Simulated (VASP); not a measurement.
# LiCl (I4/mmm) in VASP: further runs

The runs below take LiCl through single point, with PBE.

All numbers are computed with VASP 6.6.1; they aren't measurements. Logs are shortened: lines on timing, memory, paths and dates and some standing lists are left out, and cuts for length are marked.

### Step 1. The cell of the first run

It takes space group I4/mmm (No. 139, tetragonal). The conventional cell has a = 3.560 Å, b = 3.560 Å, c = 4.727 Å, α = 90.00°, β = 90.00°, γ = 90.00°. Li (site symmetry 4/mmm) has 6 Cl at 2.36 to 2.52 Å within 3.1 Å. Cl (site symmetry 4/mmm) has 6 Li at 2.36 to 2.52 Å within 3.1 Å.

### Step 2. Single point, PBE (strained)

INCAR

```
PREC     = Accurate       # precision mode
ENCUT    = 520            # plane-wave cutoff, eV
EDIFF    = 1E-6           # SCF threshold, eV
ISMEAR   = 0              # smearing method
SIGMA    = 0.02           # smearing width, eV
LREAL    = False          # projectors in reciprocal space
LASPH    = True           # aspherical terms in the spheres
NELM     = 80             # most SCF steps
ALGO     = Normal         # electronic algorithm
ISIF     = 2              # what is computed and relaxed
LWAVE    = False          # write WAVECAR
LCHARG   = False          # write CHGCAR
GGA      = PE             # functional
NBANDS   = 12             # bands
```

KPOINTS

```
Automatic mesh
0
Gamma
  8 8 8
```

POSCAR

```
LiCl
1.0
    0.0000000000      2.5175684160      2.5175684160
    2.3636828160      0.0000000000      2.5175684160
    2.3636828160      2.5175684160      0.0000000000
Li Cl
1 1
Direct
    0.0000000000      0.0000000000      0.0000000000
    0.5000000000      0.5000000000      0.5000000000
```

Potentials or basis: VASP PAW PBE potentials, release 64 (Li_sv, Cl).

Command:

```console
$ cat potpaw_PBE.64/Li_sv/POTCAR potpaw_PBE.64/Cl/POTCAR > POTCAR
$ mpirun -np 1 vasp_std > vasp.out
```

OUTCAR:

```text
PREC = Accurate
   ENCUT = 520
   EDIFF = 1E-6
   ISMEAR = 0
   LREAL = False
   LASPH = True
   NELM = 80
   ISIF = 2
   GGA = PE

 ion  position               nearest neighbor table
   1  0.000  0.000  0.000-   2 2.36   2 2.36   2 2.52   2 2.52   2 2.52   2 2.52
   2  0.500  0.500  0.500-   1 2.36   1 2.36   1 2.52   1 2.52   1 2.52   1 2.52

  LATTYP: Found a body centered tetragonal cell.
 ALAT       =     3.5603793981
 C/A-ratio  =     1.3277701906

  Lattice vectors:

 A1 = (  -2.3636828160,   0.0000000000,  -2.5175684160)
 A2 = (  -2.3636828160,   0.0000000000,   2.5175684160)
 A3 = (   2.3636828160,   2.5175684160,   0.0000000000)

Analysis of symmetry for initial positions (statically):
=====================================================================
 Subroutine PRICEL returns:
 Original cell was already a primitive cell.

 Routine SETGRP: Setting up the symmetry group for a
 body centered tetragonal supercell.

 Subroutine GETGRP returns: Found 16 space group operations
 (whereof 16 operations were pure point group operations)
 out of a pool of 16 trial point group operations.

The static configuration has the point symmetry D_4h.

Analysis of symmetry for dynamics (positions and initial velocities):
=====================================================================
 Subroutine PRICEL returns:
 Original cell was already a primitive cell.

 Routine SETGRP: Setting up the symmetry group for a
 body centered tetragonal supercell.

 Subroutine GETGRP returns: Found 16 space group operations
 (whereof 16 operations were pure point group operations)
 out of a pool of 16 trial point group operations.

The dynamic configuration has the point symmetry D_4h.

 Subroutine INISYM returns: Found 16 space group operations
 (whereof 16 operations are pure point group operations),
 and found     1 'primitive' translations

----------------------------------------------------------------------------------------

                                     Primitive cell

  volume of cell :      29.9628

  direct lattice vectors                    reciprocal lattice vectors
     0.000000000  2.517568416  2.517568416    -0.211534304  0.198604335  0.198604335
     2.363682816  0.000000000  2.517568416     0.211534304 -0.198604335  0.198604335
     2.363682816  2.517568416  0.000000000     0.211534304  0.198604335 -0.198604335

  length of vectors
[... 92 lines left out ...]
   PSTRESS=    0.0 pullay stress
   NELECT =      10.0000    total number of electrons
   NUPDOWN=      -1.0000    fix difference up-down
   EMIN   =  10.00;   EMAX   =-10.00  energy-range for DOS
   EFERMI =   0.00;   METHOD = LEGACY
   ISMEAR =     0;   SIGMA  =   0.02  broadening in eV -4-tet -1-fermi 0-gaus
   EFERMI_NEDOS =   21; number of points for ismear=-14 and -15
   IALGO  =     38    algorithm
   IMIX   =      4    mixing-type and parameters
     AMIX     =   0.40;   BMIX     =  1.00
     AMIX_MAG =   1.60;   BMIX_MAG =  1.00
  volume/ion in A,a.u.               =      14.98       101.10
  Fermi-wavevector in a.u.,A,eV,Ry     =   1.135571  2.145918 17.545001  1.289521
  Thomas-Fermi vector in A             =   2.272276
   LORBIT       =      0    0 simple, 1 ext, 2 COOP (PROOUT), +10 PAW based schemes
   GGA     = PE    functional components
   LHFCALC =     F    Hartree Fock is set to
   AEXX    =    0.0000 exact exchange contribution
   IVDW    =     0    specifies the selected vdW correction
   LEPSILON=     F    determine dielectric tensor
   LRPA    =     F    only Hartree local field effects (RPA)
 non-spin polarized calculation
 Gauss-broadening in eV      SIGMA  =   0.02
  energy-cutoff  :      520.00
  volume of cell :       29.96
 maximum number of plane-waves:       829
 NGX is ok and might be reduce to    28
   NGX = 13   NGY = 13   NGZ = 13

 number of electron      10.0000000 magnetization

 number of electron       9.9999997 magnetization

 Free energy of the ion-electron system (eV)
  ---------------------------------------------------
  ext. energy  EPLUGINS =         0.00000000
  ---------------------------------------------------
  free energy    TOTEN  =        -7.30502607 eV

  energy without entropy =       -7.30502607  energy(sigma->0) =       -7.30502607

 E-fermi :   1.8108     XC(G=0):  -9.2484

 val. band max:        1.6033228570   @ k =   0.0000   0.0000   0.0000
 cond. band min:       8.3846441991   @ k =   0.5000   0.0000   0.0000
 fundamental gap:      6.7813213422
 Fermi energy:         1.8107830002

 k-point     1 :       0.0000    0.0000    0.0000
  band No.  band energies     occupation
      1     -41.8031      2.00000
      2     -12.3224      2.00000
      3       1.3759      2.00000
      4       1.6033      2.00000
      5       1.6033      2.00000
      6       8.6136      0.00000
      7      13.3871      0.00000
      8      13.3871      0.00000
      9      13.9729      0.00000
     10      15.9479      0.00000
     11      16.3203      0.00000
     12      16.3203      0.00000
[... 331 lines left out ...]
 k-point    24 :       0.3750    0.1250    0.1250
  band No.  band energies     occupation
      1     -41.7995      2.00000
      2     -11.8191      2.00000
      3      -0.6205      2.00000
      4       0.6500      2.00000
      5       1.3434      2.00000
      6       9.5809      0.00000
      7      11.7149      0.00000
      8      12.3382      0.00000
      9      13.2597      0.00000
     10      15.3364      0.00000
     11      18.0885      0.00000
     12      19.0628      0.00000

 [... further k-points ...]

------------------------ aborting loop because EDIFF is reached ----------------------------------------

  FORCE on cell =-STRESS in cart. coord.  units (eV):
  Direction    XX          YY          ZZ          XY          YZ          ZX
  --------------------------------------------------------------------------------------
  -------------------------------------------------------------------------------------
  Total        1.6472987      0.7923584      0.7923584      0.0000000      0.0000000      0.0000000
  in kB       88.0848419     42.3692205     42.3692205      0.0000000      0.0000000      0.0000000
  external PRESSURE =      57.6077610 kB  Pullay stress =       0.0000000 kB

 VOLUME and BASIS-vectors are now :
 -----------------------------------------------------------------------------
  energy-cutoff  :      520.00
  volume of cell :       29.96
      direct lattice vectors                 reciprocal lattice vectors
     0.000000000  2.517568416  2.517568416    -0.211534304  0.198604335  0.198604335
     2.363682816  0.000000000  2.517568416     0.211534304 -0.198604335  0.198604335
     2.363682816  2.517568416  0.000000000     0.211534304  0.198604335 -0.198604335

 POSITION                                       TOTAL-FORCE (eV/Angst)
 -----------------------------------------------------------------------------------
      0.00000      0.00000      0.00000        -0.000000      0.000000      0.000000
      2.36368      2.51757      2.51757         0.000000     -0.000000     -0.000000
 -----------------------------------------------------------------------------------
    total drift:                                0.000000      0.000000      0.000000

  FREE ENERGIE OF THE ION-ELECTRON SYSTEM (eV)
  ---------------------------------------------------
  free  energy   TOTEN  =        -7.3050260733 eV

  energy  without entropy=       -7.3050260733  energy(sigma->0) =       -7.30502607
```

stdout:

```text
POSCAR found type information on POSCAR LiCl
 POSCAR found :  2 types and       2 ions
 scaLAPACK will be used
 LDA part: xc-table for (Slater+PW92), standard interpolation
 POSCAR, INCAR and KPOINTS ok, starting setup
 FFT: planning ... GRIDC
 FFT: planning ... GRID_SOFT
 FFT: planning ... GRID
 WAVECAR not read
 entering main loop
```

It took 26 s on 1 thread of Intel Xeon Platinum 8375C at 2.90GHz (Ice Lake), shared host; peak memory 0.16 GiB.

Results:

| Quantity | Value |
| --- | --- |
| Free energy | -7.3050 eV |
| Band gap on the k mesh | 6.78 eV, indirect (least direct gap 7.01 eV) |

Caveat: the cell differs from its parent crystal (strained); the cutoff is under 1.25 times the usual one of these potentials, so pressure, stress and relaxed cells hold a basis-set (Pulay) error. A k mesh can miss the band edges.

### Step 3. Single point, PBE (strained)

INCAR

```
SYSTEM = LiCl
PREC     = Accurate       ! precision mode
ENCUT    = 520            ! plane-wave cutoff, eV
EDIFF    = 1E-6           ! SCF threshold, eV
ISMEAR   = 0              ! smearing method
SIGMA    = 0.02           ! smearing width, eV
LREAL    = .FALSE.        ! projectors in reciprocal space
LASPH    = .TRUE.         ! aspherical terms in the spheres
NELM     = 100            ! most SCF steps
ALGO     = Normal         ! electronic algorithm
ISIF     = 2              ! what is computed and relaxed
LWAVE    = .FALSE.        ! write WAVECAR
LCHARG   = .TRUE.         ! write CHGCAR
GGA      = PE             ! functional
LELF     = .TRUE.         ! ELF
LVHAR    = .TRUE.       
NBANDS   = 12             ! bands
```

KPOINTS

```
regular mesh
0
G
  8 8 8
  0 0 0
```

POSCAR

```
LiCl
1.0
    0.0000000000      2.5184404344      2.7492688344
    2.7492688344      0.0000000000      2.7492688344
    2.7492688344      2.5184404344      0.0000000000
Li Cl
1 1
Direct
    0.0000000000      0.0000000000      0.0000000000
    0.5000000000      0.5000000000      0.5000000000
```

Potentials or basis: VASP PAW PBE potentials, release 64 (Li_sv, Cl).

Command:

```console
$ cat potpaw_PBE.64/Li_sv/POTCAR potpaw_PBE.64/Cl/POTCAR > POTCAR
$ mpirun -np 1 vasp_std > vasp.out
```

Wall time 29 s (1 thread of Intel Xeon Platinum 8375C at 2.90GHz (Ice Lake), shared host); peak memory 0.16 GiB.

Results (log left out):

| Property | Result |
| --- | --- |
| Free energy | -7.3415 eV |
| Band gap on the k mesh | 5.65 eV, direct |

Levels at points of the mesh, in eV from the valence-band top:
| k point | band 3 | band 4 | band 5 | band 6 | band 7 | band 8 |
| --- | --- | --- | --- | --- | --- | --- |
| (0.00, 0.00, 0.00) | -0.27 | 0.00 | 0.00 | 5.65 | 11.56 | 11.56 |
| (0.50, 0.00, 0.00) | -2.43 | -0.36 | -0.21 | 6.54 | 9.03 | 9.73 |
| (0.50, 0.50, 0.00) | -2.46 | -1.16 | -0.65 | 7.62 | 8.54 | 11.05 |
| (0.50, 0.00, 0.50) | -2.48 | -1.11 | -1.11 | 7.54 | 8.12 | 12.20 |

Caveat: the cell differs from its parent crystal (strained); the cutoff is under 1.25 times the usual one of these potentials, so pressure, stress and relaxed cells hold a basis-set (Pulay) error. A k mesh can miss the band edges.
